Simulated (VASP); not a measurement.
# Rh (Fm-3m) in VASP: single point with PBE0

Aim: the single point of Rh with PBE0.

Program: VASP 6.6.1. These are calculated values, not measurements. Logs are shortened: lines on timing, memory, paths and dates and some standing lists are left out, and cuts for length are marked.

### Step 1. The cell of the first run

It takes space group Fm-3m (No. 225, cubic). The conventional cell has a = 3.796 Å, b = 3.796 Å, c = 3.796 Å, α = 90.00°, β = 90.00°, γ = 90.00°. Rh (site symmetry m-3m) has 12 Rh at 2.68 Å within 3.5 Å.

### Step 2. Single point, PBE0

POSCAR reads:

```
Rh
1.0
    0.0000000000      1.8978500000      1.8978500000
    1.8978500000      0.0000000000      1.8978500000
    1.8978500000      1.8978500000      0.0000000000
Rh
1
Direct
    0.0000000000      0.0000000000      0.0000000000
```

INCAR.step1 reads:

```
SYSTEM = Rh
  PREC = Accurate
  ENCUT = 520
  EDIFF = 1E-5
  ISMEAR = -1
  SIGMA = 0.05
  LREAL = .FALSE.
  LASPH = .TRUE.
  NELM = 60
  ALGO = Normal
  ISIF = 2
  LWAVE = .TRUE.
  LCHARG = .FALSE.
  NBANDS = 14
  GGA = PE
```

INCAR.step2 reads:

```
SYSTEM = Rh
  PREC = Accurate
  ENCUT = 520
  EDIFF = 1E-6
  ISMEAR = -1
  SIGMA = 0.05
  LREAL = .FALSE.
  LASPH = .TRUE.
  NELM = 60
  ALGO = Normal
  ISIF = 2
  LWAVE = .FALSE.
  LCHARG = .FALSE.
  GGA = PE
  LHFCALC = .TRUE.
  AEXX = 0.25
  PRECFOCK = Normal
  NBANDS = 14
  ISTART = 1
```

KPOINTS reads:

```
Automatic mesh
0
G
  8 8 8
  0 0 0
```

Potentials or basis: VASP PAW PBE potentials, release 64 (Rh_pv).

Started as:

```bash
$ cat potpaw_PBE.64/Rh_pv/POTCAR > POTCAR
$ cp INCAR.step1 INCAR
$ mpirun -np 1 vasp_std > vasp.out
$ cp INCAR.step2 INCAR
$ mpirun -np 1 vasp_std > vasp.out
```

OUTCAR:

```text
SYSTEM = Rh
   PREC = Accurate
   ENCUT = 520
   EDIFF = 1E-6
   ISMEAR = -1
   LREAL = .FALSE.
   LASPH = .TRUE.
   NELM = 60
   ISIF = 2
   GGA = PE
   LHFCALC = .TRUE.
   AEXX = 0.25
   PRECFOCK = Normal
   ISTART = 1

 ion  position               nearest neighbor table
   1  0.000  0.000  0.000-

  LATTYP: Found a face centered cubic cell.
 ALAT       =     3.7957000000

  Lattice vectors:

 A1 = (   0.0000000000,   1.8978500000,   1.8978500000)
 A2 = (   1.8978500000,   0.0000000000,   1.8978500000)
 A3 = (   1.8978500000,   1.8978500000,   0.0000000000)

Analysis of symmetry for initial positions (statically):
=====================================================================
 Subroutine PRICEL returns:
 Original cell was already a primitive cell.

 Routine SETGRP: Setting up the symmetry group for a
 face centered cubic supercell.

 Subroutine GETGRP returns: Found 48 space group operations
 (whereof 48 operations were pure point group operations)
 out of a pool of 48 trial point group operations.

The static configuration has the point symmetry O_h .

Analysis of symmetry for dynamics (positions and initial velocities):
=====================================================================
 Subroutine PRICEL returns:
 Original cell was already a primitive cell.

 Routine SETGRP: Setting up the symmetry group for a
 face centered cubic supercell.

 Subroutine GETGRP returns: Found 48 space group operations
 (whereof 48 operations were pure point group operations)
 out of a pool of 48 trial point group operations.

The dynamic configuration has the point symmetry O_h .

 Subroutine INISYM returns: Found 48 space group operations
 (whereof 48 operations are pure point group operations),
 and found     1 'primitive' translations

----------------------------------------------------------------------------------------

                                     Primitive cell

  volume of cell :      13.6715

  direct lattice vectors                    reciprocal lattice vectors
     0.000000000  1.897850000  1.897850000    -0.263456016  0.263456016  0.263456016
     1.897850000  0.000000000  1.897850000     0.263456016 -0.263456016  0.263456016
     1.897850000  1.897850000  0.000000000     0.263456016  0.263456016 -0.263456016

  length of vectors
     2.683965209  2.683965209  2.683965209     0.456319205  0.456319205  0.456319205

  position of ions in fractional coordinates (direct lattice)
     0.000000000  0.000000000  0.000000000

  ion indices of the primitive-cell ions
   primitive index   ion index
                 1           1

----------------------------------------------------------------------------------------

 KPOINTS: Automatic mesh

Automatic generation of k-mesh.
 Grid dimensions read from file:
 generate k-points for:    8    8    8

 Generating k-lattice:

  Cartesian coordinates                     Fractional coordinates (reciprocal lattice)
    -0.032932002  0.032932002  0.032932002     0.125000000  0.000000000  0.000000000
     0.032932002 -0.032932002  0.032932002     0.000000000  0.125000000  0.000000000
     0.032932002  0.032932002 -0.032932002     0.000000000  0.000000000  0.125000000

  Length of vectors
     0.057039901  0.057039901  0.057039901

  Shift w.r.t. Gamma in fractional coordinates (k-lattice)
     0.000000000  0.000000000  0.000000000

 Subroutine IBZKPT returns following result:
 ===========================================

 Found     29 irreducible k-points:

 Following reciprocal coordinates:
            Coordinates               Weight
  0.000000  0.000000  0.000000      1.000000
  0.125000  0.000000  0.000000      8.000000
  0.250000  0.000000  0.000000      8.000000
  0.375000  0.000000  0.000000      8.000000
  0.500000  0.000000  0.000000      4.000000
  0.125000  0.125000  0.000000      6.000000
[... 16 lines left out ...]
  0.500000  0.250000  0.125000     48.000000
 -0.375000  0.250000  0.125000     24.000000
 [... further k-points ...]
   k-points           NKPTS =     29   k-points in BZ     NKDIM =    512   number of bands    NBANDS=     14
   number of dos      NEDOS =    301   number of ions     NIONS =      1
   total plane-waves  NPLWV =   8000
   dimension x,y,z NGX =    20 NGY =   20 NGZ =   20
   dimension x,y,z NGXF=    40 NGYF=   40 NGZF=   40
   ions per type =               1
   NGX,Y,Z   is equivalent  to a cutoff of  12.39, 12.39, 12.39 a.u.
   NGXF,Y,Z  is equivalent  to a cutoff of  24.78, 24.78, 24.78 a.u.
 SYSTEM =  Rh
   PREC   = accura    normal or accurate (medium, high low for compatibility)
   ISTART =      1    job   : 0-new  1-cont  2-samecut
   ICHARG =      0    charge: 1-file 2-atom 10-const
   ISPIN  =      1    spin polarized calculation?
   LNONCOLLINEAR =      F non collinear calculations
   LSORBIT =      F    spin-orbit coupling
   LASPH  =      T    aspherical Exc in radial PAW
   ENCUT  =  520.0 eV  38.22 Ry    6.18 a.u.   4.99  4.99  4.99*2*pi/ulx,y,z
   NELM   =     60;   NELMIN=  2; NELMDL=  0     # of ELM steps
   EDIFF  = 0.1E-05   stopping-criterion for ELM
   LREAL  =      F    real-space projection
   EDIFFG = 0.1E-04   stopping-criterion for IOM
   NSW    =      0    number of steps for IOM
   IBRION =     -1    ionic relax: 0-MD 1-quasi-New 2-CG
   NFREE  =      0    steps in history (QN), initial steepest desc. (CG)
   ISIF   =      2    stress and relaxation
   ISYM   =      3    0-nonsym 1-usesym 2-fastsym
   POTIM  = 0.5000    time-step for ionic-motion
   TEBEG  =    0.0;   TEEND  =   0.0 temperature during run
   PSTRESS=    0.0 pullay stress
   NELECT =      15.0000    total number of electrons
   NUPDOWN=      -1.0000    fix difference up-down
   EMIN   =  10.00;   EMAX   =-10.00  energy-range for DOS
   EFERMI =   0.00;   METHOD = LEGACY
   ISMEAR =    -1;   SIGMA  =   0.05  broadening in eV -4-tet -1-fermi 0-gaus
   EFERMI_NEDOS =   21; number of points for ismear=-14 and -15
   IALGO  =     38    algorithm
   IMIX   =      1    mixing-type and parameters
     AMIX     =   0.40;   BMIX     =  1.00
     AMIX_MAG =   1.60;   BMIX_MAG =  1.00
  volume/ion in A,a.u.               =      13.67        92.26
  Fermi-wavevector in a.u.,A,eV,Ry     =   1.688496  3.190795 38.790465  2.851019
  Thomas-Fermi vector in A             =   2.770792
   LORBIT       =      0    0 simple, 1 ext, 2 COOP (PROOUT), +10 PAW based schemes
   GGA     = PE    functional components
   LHFCALC =     T    Hartree Fock is set to
   PRECFOCK=normal    Normal, Fast or Accurate (Low or Medium for compatibility)
   ENCUT4O =  -1.0   cutoff for four orbital integrals eV
   NKREDX  =     1    reduce k-point grid by
   NKREDY  =     1    reduce k-point grid by
   NKREDZ  =     1    reduce k-point grid by
   AEXX    =    0.2500 exact exchange contribution
   HFSCREEN=    0.0000 screening length (either q_TF or 0.3 A-1)
   HFSCREENC=   0.0000 screening length for correlation (either q_TF or 0.3 A-1)
   ENCUTFOCK=  -1.0 apply spherical cutoff to Coloumb kernel
   IVDW    =     0    specifies the selected vdW correction
   LEPSILON=     F    determine dielectric tensor
   LRPA    =     F    only Hartree local field effects (RPA)
 non-spin polarized calculation
  energy-cutoff  :      520.00
  volume of cell :       13.67
 maximum number of plane-waves:       380
  NGX = 16; NGY = 16; NGZ = 16

 number of electron      15.0000007 magnetization

 Free energy of the ion-electron system (eV)
  ---------------------------------------------------
  ext. energy  EPLUGINS =         0.00000000
  ---------------------------------------------------
  free energy    TOTEN  =        -9.25845336 eV

  energy without entropy =       -9.25618493  energy(sigma->0) =       -9.25731914

 E-fermi :  11.6437     XC(G=0): -11.0000

 val. band max:       11.2674798297   @ k =   0.5000   0.5000   0.0000
 cond. band min:      11.6566789484   @ k =   0.3750   0.0000   0.0000
 fundamental gap:      0.3891991188
 Fermi energy:        11.6437314394

 k-point     1 :       0.0000    0.0000    0.0000
  band No.  band energies     occupation
      1     -38.2418      2.00000
      2     -38.2418      2.00000
      3     -38.2418      2.00000
      4       2.3896      2.00000
      5       7.5152      2.00000
      6       7.5152      2.00000
      7       7.5152      2.00000
      8       9.4668      2.00000
      9       9.4668      2.00000
     10      29.1558      0.00000
     11      34.9413      0.00000
     12      34.9413      0.00000
     13      34.9413      0.00000
     14      37.7007      0.00000

 k-point     2 :       0.1250    0.0000    0.0000
  band No.  band energies     occupation
      1     -38.3752      2.00000
      2     -38.2611      2.00000
      3     -38.2611      2.00000
      4       3.0748      2.00000
      5       7.2804      2.00000
      6       7.7692      2.00000
      7       7.7692      2.00000
      8       9.4022      2.00000
      9       9.4022      2.00000
     10      30.0458      0.00000
     11      32.2915      0.00000
     12      35.8864      0.00000
     13      35.8864      0.00000
     14      37.7002      0.00000

 k-point     3 :       0.2500    0.0000    0.0000
  band No.  band energies     occupation
      1     -38.6919      2.00000
      2     -38.3078      2.00000
      3     -38.3078      2.00000
      4       4.3028      2.00000
      5       7.6162      2.00000
      6       7.8076      2.00000
      7       7.8076      2.00000
      8      10.0399      2.00000
      9      10.0399      2.00000
     10      28.4893      0.00000
     11      30.9071      0.00000
     12      37.6998      0.00000
     13      38.1378      0.00000
     14      38.1378      0.00000
[... 324 lines left out ...]
 k-point    23 :       0.5000    0.2500    0.1250
  band No.  band energies     occupation
      1     -38.9382      2.00000
      2     -38.5702      2.00000
      3     -38.4190      2.00000
      4       5.4972      2.00000
      5       6.4105      2.00000
      6       7.3095      2.00000
      7       8.9349      2.00000
      8      11.2186      1.99959
      9      15.7370      0.00000
     10      24.9869      0.00000
     11      29.3274      0.00000
     12      31.1967      0.00000
     13      36.0509      0.00000
     14      37.7004      0.00000

 k-point    24 :      -0.3750    0.2500    0.1250
  band No.  band energies     occupation
      1     -39.0082      2.00000
      2     -38.6022      2.00000
      3     -38.4474      2.00000
      4       5.4371      2.00000
      5       6.1040      2.00000
      6       8.1525      2.00000
      7       8.5366      2.00000
      8      12.4033      0.00000
      9      18.2060      0.00000
     10      21.7145      0.00000
     11      29.4176      0.00000
     12      30.3705      0.00000
     13      34.7589      0.00000
     14      37.7002      0.00000

 [... further k-points ...]
[... 5 lines left out ...]
  --------------------------------------------------------------------------------------
  -------------------------------------------------------------------------------------
  Total       -0.1968743     -0.1968743     -0.1968743     -0.0000000      0.0000000      0.0000000
  in kB      -23.0719316    -23.0719316    -23.0719316     -0.0000000      0.0000000      0.0000000
  external PRESSURE =     -23.0719316 kB  Pullay stress =       0.0000000 kB

 VOLUME and BASIS-vectors are now :
 -----------------------------------------------------------------------------
  energy-cutoff  :      520.00
  volume of cell :       13.67
      direct lattice vectors                 reciprocal lattice vectors
     0.000000000  1.897850000  1.897850000    -0.263456016  0.263456016  0.263456016
     1.897850000  0.000000000  1.897850000     0.263456016 -0.263456016  0.263456016
     1.897850000  1.897850000  0.000000000     0.263456016  0.263456016 -0.263456016

 POSITION                                       TOTAL-FORCE (eV/Angst)
 -----------------------------------------------------------------------------------
      0.00000      0.00000      0.00000         0.000000      0.000000     -0.000000
 -----------------------------------------------------------------------------------
    total drift:                                0.000000      0.000000      0.000000

  FREE ENERGIE OF THE ION-ELECTRON SYSTEM (eV)
  ---------------------------------------------------
  free  energy   TOTEN  =        -9.2584533610 eV

  energy  without entropy=       -9.2561849279  energy(sigma->0) =       -9.25731914
```

Run time: 2.2 h. Hardware: 1 thread of Oxide Virtual Turin-like, shared host; peak memory 0.11 GiB.

Results:

- Free energy: -9.2585 eV
- Pressure: -2.3 GPa
- Band gap on the k mesh: zero (an odd number of electrons rules out a gap without spin polarisation)

Caveat: the PAW data sets were made with another functional, which shifts forces and pressure a little.

The gap in the log of VASP goes by the Fermi energy; the results here count the filled bands.